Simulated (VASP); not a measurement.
# TiO2 (Rutile) (P4_2/mnm) in VASP: notebook

Runs on TiO2 (Rutile). Level: PBE. Tasks: single point.

Program: VASP 6.6.1. These are calculated values, not measurements. Logs are shortened: lines on timing, memory, paths and dates and some standing lists are left out, and cuts for length are marked.

**The experiment to reproduce.**

From “Shallow Valence Band of Rutile GeO2 and P-type Doping”, 2020, arxiv:2011.08928, for a bulk crystal of TiO2 at 1.6 K: band gap 3.03 eV (direct).

How close the calculation comes is told below.

## 1. The cell of the first run

Symmetry: P4_2/mnm, No. 136, tetragonal system. Conventional cell: a = 4.466 Å, b = 4.466 Å, c = 2.876 Å, α = 90.00°, β = 90.00°, γ = 90.00°. Within 2.5 Å of Ti (site symmetry mmm) lie 6 O at 1.89 to 1.93 Å. O (site symmetry m2m) has 3 Ti at 1.89 to 1.93 Å and 1 O at 2.46 Å within 2.5 Å.

## 2. Single point, PBE

INCAR

```
ALGO = Normal
EDIFF = 1E-6
ENCUT = 520
GGA = PE
ISIF = 2
ISMEAR = 0
LASPH = True
LCHARG = False
LREAL = False
LWAVE = False
NBANDS = 33
NELM = 60
PREC = Accurate
SIGMA = 0.01
```

KPOINTS

```
k-points
0
Gamma
  4 4 6
```

POSCAR

```
TiO2
1.0
    4.4663224078      0.0000000000      0.0000000000
    0.0000000000      4.4663224078      0.0000000000
    0.0000000000      0.0000000000      2.8763341947
Ti O
2 4
Direct
    0.0000000000      0.0000000000      0.0000000000
    0.5000000000      0.5000000000      0.5000000000
    0.3049600000      0.3049600000      0.0000000000
    0.1950400000      0.8049600000      0.5000000000
    0.6950400000      0.6950400000      0.0000000000
    0.8049600000      0.1950400000      0.5000000000
```

Potentials or basis: VASP PAW PBE potentials, release 64 (Ti_sv, O).

On the command line:

```sh
$ cat potpaw_PBE.64/Ti_sv/POTCAR potpaw_PBE.64/O/POTCAR > POTCAR
$ mpirun -np 1 vasp_std > vasp.out
```

OUTCAR:

```text
EDIFF = 1E-6
   ENCUT = 520
   GGA = PE
   ISIF = 2
   ISMEAR = 0
   LASPH = True
   LREAL = False
   NELM = 60
   PREC = Accurate

 ion  position               nearest neighbor table
   1  0.000  0.000  0.000-   4 1.89   6 1.89   4 1.89   6 1.89   5 1.93   3 1.93
   2  0.500  0.500  0.500-   3 1.89   5 1.89   3 1.89   5 1.89   4 1.93   6 1.93
   3  0.305  0.305  0.000-   2 1.89   2 1.89   1 1.93
   4  0.195  0.805  0.500-   1 1.89   1 1.89   2 1.93
   5  0.695  0.695  0.000-   2 1.89   2 1.89   1 1.93
   6  0.805  0.195  0.500-   1 1.89   1 1.89   2 1.93

  LATTYP: Found a simple tetragonal cell.
 ALAT       =     4.4663224078
 C/A-ratio  =     0.6440050520

  Lattice vectors:

 A1 = (   4.4663224078,   0.0000000000,   0.0000000000)
 A2 = (   0.0000000000,   4.4663224078,   0.0000000000)
 A3 = (   0.0000000000,   0.0000000000,   2.8763341947)

Analysis of symmetry for initial positions (statically):
=====================================================================
 Subroutine PRICEL returns:
 Original cell was already a primitive cell.

 Routine SETGRP: Setting up the symmetry group for a
 simple tetragonal supercell.

 Subroutine GETGRP returns: Found 16 space group operations
 (whereof  8 operations were pure point group operations)
 out of a pool of 16 trial point group operations.

The static configuration has the point symmetry D_2h.
 The point group associated with its full space group is D_4h.

Analysis of symmetry for dynamics (positions and initial velocities):
=====================================================================
 Subroutine PRICEL returns:
 Original cell was already a primitive cell.

 Routine SETGRP: Setting up the symmetry group for a
 simple tetragonal supercell.

 Subroutine GETGRP returns: Found 16 space group operations
 (whereof  8 operations were pure point group operations)
 out of a pool of 16 trial point group operations.

The dynamic configuration has the point symmetry D_2h.
 The point group associated with its full space group is D_4h.

 Subroutine INISYM returns: Found 16 space group operations
 (whereof  8 operations are pure point group operations),
 and found     1 'primitive' translations

----------------------------------------------------------------------------------------

                                     Primitive cell

  volume of cell :      57.3772

  direct lattice vectors                    reciprocal lattice vectors
     4.466322408  0.000000000  0.000000000     0.223897853  0.000000000  0.000000000
     0.000000000  4.466322408  0.000000000     0.000000000  0.223897853  0.000000000
     0.000000000  0.000000000  2.876334195     0.000000000  0.000000000  0.347664747

  length of vectors
     4.466322408  4.466322408  2.876334195     0.223897853  0.223897853  0.347664747

  position of ions in fractional coordinates (direct lattice)
     0.000000000  0.000000000  0.000000000
     0.500000000  0.500000000  0.500000000
     0.304960000  0.304960000  0.000000000
     0.195040000  0.804960000  0.500000000
     0.695040000  0.695040000  0.000000000
     0.804960000  0.195040000  0.500000000

  ion indices of the primitive-cell ions
   primitive index   ion index
                 1           1
                 2           2
                 3           3
                 4           4
                 5           5
                 6           6

----------------------------------------------------------------------------------------

 KPOINTS: k-points

Automatic generation of k-mesh.
 Grid dimensions read from file:
 generate k-points for:    4    4    6

 Generating k-lattice:

  Cartesian coordinates                     Fractional coordinates (reciprocal lattice)
     0.055974463  0.000000000  0.000000000     0.250000000  0.000000000  0.000000000
     0.000000000  0.055974463  0.000000000     0.000000000  0.250000000  0.000000000
     0.000000000  0.000000000  0.057944124     0.000000000  0.000000000  0.166666667

  Length of vectors
     0.055974463  0.055974463  0.057944124

  Shift w.r.t. Gamma in fractional coordinates (k-lattice)
     0.000000000  0.000000000  0.000000000

 Subroutine IBZKPT returns following result:
 ===========================================

 Found     24 irreducible k-points:

 Following reciprocal coordinates:
            Coordinates               Weight
  0.000000  0.000000  0.000000      1.000000
  0.250000  0.000000  0.000000      4.000000
  0.500000  0.000000  0.000000      2.000000
  0.250000  0.250000  0.000000      4.000000
  0.500000  0.250000  0.000000      4.000000
  0.500000  0.500000  0.000000      1.000000
[... 16 lines left out ...]
  0.500000  0.250000  0.500000      4.000000
  0.500000  0.500000  0.500000      1.000000
   k-points           NKPTS =     24   k-points in BZ     NKDIM =     24   number of bands    NBANDS=     33
   number of dos      NEDOS =    301   number of ions     NIONS =      6
   total plane-waves  NPLWV =  31104
   dimension x,y,z NGX =    36 NGY =   36 NGZ =   24
   dimension x,y,z NGXF=    72 NGYF=   72 NGZF=   48
   ions per type =               2   4
   NGX,Y,Z   is equivalent  to a cutoff of  13.40, 13.40, 13.87 a.u.
   NGXF,Y,Z  is equivalent  to a cutoff of  26.80, 26.80, 27.74 a.u.
 SYSTEM =  unknown system
   PREC   = accura    normal or accurate (medium, high low for compatibility)
   ISTART =      0    job   : 0-new  1-cont  2-samecut
   ICHARG =      2    charge: 1-file 2-atom 10-const
   ISPIN  =      1    spin polarized calculation?
   LNONCOLLINEAR =      F non collinear calculations
   LSORBIT =      F    spin-orbit coupling
   LASPH  =      T    aspherical Exc in radial PAW
   ENCUT  =  520.0 eV  38.22 Ry    6.18 a.u.   8.30  8.30  5.35*2*pi/ulx,y,z
   NELM   =     60;   NELMIN=  2; NELMDL= -5     # of ELM steps
   EDIFF  = 0.1E-05   stopping-criterion for ELM
   LREAL  =      F    real-space projection
   EDIFFG = 0.1E-04   stopping-criterion for IOM
   NSW    =      0    number of steps for IOM
   IBRION =     -1    ionic relax: 0-MD 1-quasi-New 2-CG
   NFREE  =      0    steps in history (QN), initial steepest desc. (CG)
   ISIF   =      2    stress and relaxation
   ISYM   =      2    0-nonsym 1-usesym 2-fastsym
   POTIM  = 0.5000    time-step for ionic-motion
   TEBEG  =    0.0;   TEEND  =   0.0 temperature during run
   PSTRESS=    0.0 pullay stress
   NELECT =      48.0000    total number of electrons
   NUPDOWN=      -1.0000    fix difference up-down
   EMIN   =  10.00;   EMAX   =-10.00  energy-range for DOS
   EFERMI =   0.00;   METHOD = LEGACY
   ISMEAR =     0;   SIGMA  =   0.01  broadening in eV -4-tet -1-fermi 0-gaus
   EFERMI_NEDOS =   21; number of points for ismear=-14 and -15
   IALGO  =     38    algorithm
   IMIX   =      4    mixing-type and parameters
     AMIX     =   0.40;   BMIX     =  1.00
     AMIX_MAG =   1.60;   BMIX_MAG =  1.00
  volume/ion in A,a.u.               =       9.56        64.53
  Fermi-wavevector in a.u.,A,eV,Ry     =   1.542560  2.915016 32.374948  2.379492
  Thomas-Fermi vector in A             =   2.648347
   LORBIT       =      0    0 simple, 1 ext, 2 COOP (PROOUT), +10 PAW based schemes
   GGA     = PE    functional components
   LHFCALC =     F    Hartree Fock is set to
   AEXX    =    0.0000 exact exchange contribution
   IVDW    =     0    specifies the selected vdW correction
   LEPSILON=     F    determine dielectric tensor
   LRPA    =     F    only Hartree local field effects (RPA)
 non-spin polarized calculation
 Gauss-broadening in eV      SIGMA  =   0.01
  energy-cutoff  :      520.00
  volume of cell :       57.38
 maximum number of plane-waves:      1568
 NGX is ok and might be reduce to    36
   NGX = 17   NGY = 17   NGZ = 11

 number of electron      47.9999982 magnetization

 Free energy of the ion-electron system (eV)
  ---------------------------------------------------
  ext. energy  EPLUGINS =         0.00000000
  ---------------------------------------------------
  free energy    TOTEN  =       -53.08073320 eV

  energy without entropy =      -53.08073320  energy(sigma->0) =      -53.08073320

 E-fermi :   5.8839     XC(G=0): -11.8687

 val. band max:        5.7488095749   @ k =   0.0000   0.0000   0.0000
 cond. band min:       7.8244388365   @ k =   0.0000   0.0000   0.0000
 fundamental gap:      2.0756292616
 Fermi energy:         5.8839058275

 k-point     1 :       0.0000    0.0000    0.0000
  band No.  band energies     occupation
      1     -50.8700      2.00000
      2     -50.8430      2.00000
      3     -27.2773      2.00000
      4     -27.2773      2.00000
      5     -27.0391      2.00000
      6     -27.0391      2.00000
[... 25 lines left out ...]
     32      13.1673      0.00000
     33      13.1801      0.00000

 k-point     2 :       0.2500    0.0000    0.0000
  band No.  band energies     occupation
      1     -50.8660      2.00000
      2     -50.8469      2.00000
      3     -27.2492      2.00000
      4     -27.2464      2.00000
      5     -27.0740      2.00000
      6     -27.0710      2.00000
[... 25 lines left out ...]
     32      12.9459      0.00000
     33      12.9854      0.00000

 k-point     3 :       0.5000    0.0000    0.0000
  band No.  band energies     occupation
      1     -50.8564      2.00000
      2     -50.8564      2.00000
      3     -27.1966      2.00000
      4     -27.1966      2.00000
      5     -27.1276      2.00000
      6     -27.1276      2.00000
[... 25 lines left out ...]
     32      12.6334      0.00000
     33      12.7444      0.00000

 k-point     4 :       0.2500    0.2500    0.0000
  band No.  band energies     occupation
      1     -50.8632      2.00000
      2     -50.8496      2.00000
      3     -27.2873      2.00000
      4     -27.1975      2.00000
      5     -27.1268      2.00000
      6     -27.0332      2.00000
[... 25 lines left out ...]
     32      12.7425      0.00000
     33      13.2932      0.00000

 k-point     5 :       0.5000    0.2500    0.0000
  band No.  band energies     occupation
      1     -50.8564      2.00000
      2     -50.8564      2.00000
      3     -27.2607      2.00000
      4     -27.2607      2.00000
      5     -27.0637      2.00000
      6     -27.0637      2.00000
[... 604 lines left out ...]
 k-point    22 :       0.2500    0.2500    0.5000
  band No.  band energies     occupation
      1     -50.7973      2.00000
      2     -50.7973      2.00000
      3     -27.5919      2.00000
      4     -27.5780      2.00000
      5     -27.0783      2.00000
      6     -27.0599      2.00000
[... 25 lines left out ...]
     32      12.3576      0.00000
     33      12.6092      0.00000

 k-point    23 :       0.5000    0.2500    0.5000
  band No.  band energies     occupation
      1     -50.7972      2.00000
      2     -50.7972      2.00000
      3     -27.5847      2.00000
      4     -27.5847      2.00000
      5     -27.0700      2.00000
      6     -27.0700      2.00000
[... 25 lines left out ...]
     32      11.7308      0.00000
     33      13.3539      0.00000

 k-point    24 :       0.5000    0.5000    0.5000
  band No.  band energies     occupation
      1     -50.7972      2.00000
      2     -50.7972      2.00000
      3     -27.5753      2.00000
      4     -27.5753      2.00000
      5     -27.0802      2.00000
      6     -27.0802      2.00000
[... 25 lines left out ...]
     32      12.4019      0.00000
     33      12.5981      0.00000

------------------------ aborting loop because EDIFF is reached ----------------------------------------

  FORCE on cell =-STRESS in cart. coord.  units (eV):
  Direction    XX          YY          ZZ          XY          YZ          ZX
  --------------------------------------------------------------------------------------
  -------------------------------------------------------------------------------------
  Total       10.4227952     10.4227952     12.5555963     -0.0000000      0.0000000      0.0000000
  in kB      291.0417566    291.0417566    350.5971998     -0.0000000      0.0000000      0.0000000
  external PRESSURE =     310.8935710 kB  Pullay stress =       0.0000000 kB

 VOLUME and BASIS-vectors are now :
 -----------------------------------------------------------------------------
  energy-cutoff  :      520.00
  volume of cell :       57.38
      direct lattice vectors                 reciprocal lattice vectors
     4.466322408  0.000000000  0.000000000     0.223897853  0.000000000  0.000000000
     0.000000000  4.466322408  0.000000000     0.000000000  0.223897853  0.000000000
     0.000000000  0.000000000  2.876334195     0.000000000  0.000000000  0.347664747

 POSITION                                       TOTAL-FORCE (eV/Angst)
 -----------------------------------------------------------------------------------
      0.00000      0.00000      0.00000         0.000000     -0.000000     -0.000000
      2.23316      2.23316      1.43817         0.000000     -0.000000     -0.000000
      1.36205      1.36205      0.00000        -0.419139     -0.419139      0.000000
      0.87111      3.59521      1.43817         0.419139     -0.419139     -0.000000
      3.10427      3.10427      0.00000         0.419139      0.419139     -0.000000
      3.59521      0.87111      1.43817        -0.419139      0.419139     -0.000000
 -----------------------------------------------------------------------------------
    total drift:                                0.000000      0.000000     -0.000000

  FREE ENERGIE OF THE ION-ELECTRON SYSTEM (eV)
  ---------------------------------------------------
  free  energy   TOTEN  =       -53.0807331992 eV

  energy  without entropy=      -53.0807331992  energy(sigma->0) =      -53.08073320
```

It took 34 s on 1 thread of Intel Xeon 6975P-C (Granite Rapids), shared host; peak memory 0.18 GiB.

What came out:

```
Free energy            : -53.0807 eV
Pressure               : 31.1 GPa
Largest force          : 0.593 eV/Å
Band gap on the k mesh : 2.08 eV, direct
```

Forces in eV/Å, atoms in the order of the input:
```
Ti   0.000  0.000  0.000
Ti   0.000  0.000  0.000
O   -0.419 -0.419  0.000
O    0.419 -0.419  0.000
O    0.419  0.419  0.000
O   -0.419  0.419  0.000
```

Stress tensor (GPa, compression positive):
```
29.10  0.00  0.00
 0.00 29.10  0.00
 0.00  0.00 35.06
```

A k mesh can miss the band edges. Expect the measured gap to be larger: semilocal functionals such as PBE lack the derivative discontinuity.

## 3. Single point, PBE

This run uses another cell than the first one, of 9.84 Å³/atom, 1.029 times its volume.

INCAR

```
SYSTEM = TiO2
ALGO = Normal ; EDIFF = 1E-6
ENCUT = 520 ; GGA = PE
ISIF = 2 ; ISMEAR = 0
LASPH = .True. ; LCHARG = .False.
LREAL = .False. ; LWAVE = .False.
NBANDS = 33 ; NELM = 60
PREC = Accurate ; SIGMA = 0.01
```

KPOINTS

```
k-points
0
Gamma
  4 4 6
  0 0 0
```

POSCAR, as its differences from that of step 2:

```diff
@@ -2,5 +2,5 @@
 1.0
-    4.4663224078      0.0000000000      0.0000000000
-    0.0000000000      4.4663224078      0.0000000000
-    0.0000000000      0.0000000000      2.8763341947
+    4.5090649322      0.0000000000      0.0000000000
+    0.0000000000      4.5090649322      0.0000000000
+    0.0000000000      0.0000000000      2.9038605963
 Ti O
```

Potentials or basis: VASP PAW PBE potentials, release 64 (Ti_sv, O).

On the command line:

```sh
$ cat potpaw_PBE.64/Ti_sv/POTCAR potpaw_PBE.64/O/POTCAR > POTCAR
$ mpirun -np 1 vasp_std > vasp.out
```

Run time: 31 s. Hardware: 1 thread of Intel Xeon 6975P-C (Granite Rapids), shared host; peak memory 0.19 GiB.

Results (log left out):

* Free energy: -53.3559 eV
* Pressure: 21.6 GPa
* Largest force: 0.422 eV/Å
* Band gap on the k mesh: 2.01 eV, direct

Forces in eV/Å, atoms in the order of the input:
```
Ti   0.000  0.000  0.000
Ti   0.000  0.000  0.000
O   -0.298 -0.298  0.000
O    0.298 -0.298  0.000
O    0.298  0.298  0.000
O   -0.298  0.298  0.000
```

Stress tensor (GPa, compression positive):
```
20.41  0.00  0.00
 0.00 20.41  0.00
 0.00  0.00 23.92
```

Levels at points of the mesh, in eV from the valence-band top:
```csv
k point,band 20,band 21,band 22,band 23,band 24,band 25,band 26,band 27,band 28,band 29
"(0.00, 0.00, 0.00)",-2.02,-0.69,-0.45,-0.45,0.00,2.01,2.36,2.59,2.69,2.69
"(0.50, 0.00, 0.00)",-3.14,-1.68,-1.68,-0.80,-0.80,2.76,2.76,3.27,3.27,3.84
"(0.50, 0.50, 0.00)",-2.35,-1.31,-1.31,-1.05,-1.05,2.06,2.06,2.71,2.71,4.13
"(0.00, 0.00, 0.50)",-2.81,-2.57,-2.57,-1.46,-1.46,3.19,3.19,3.43,3.43,3.96
"(0.50, 0.00, 0.50)",-2.43,-2.15,-2.15,-1.11,-1.11,2.03,2.03,3.46,3.46,4.22
"(0.50, 0.50, 0.50)",-2.78,-1.38,-1.38,-0.67,-0.67,2.77,2.77,3.46,3.46,3.48
```

A k mesh can miss the band edges.

(Part 1 of 2 ends here.)
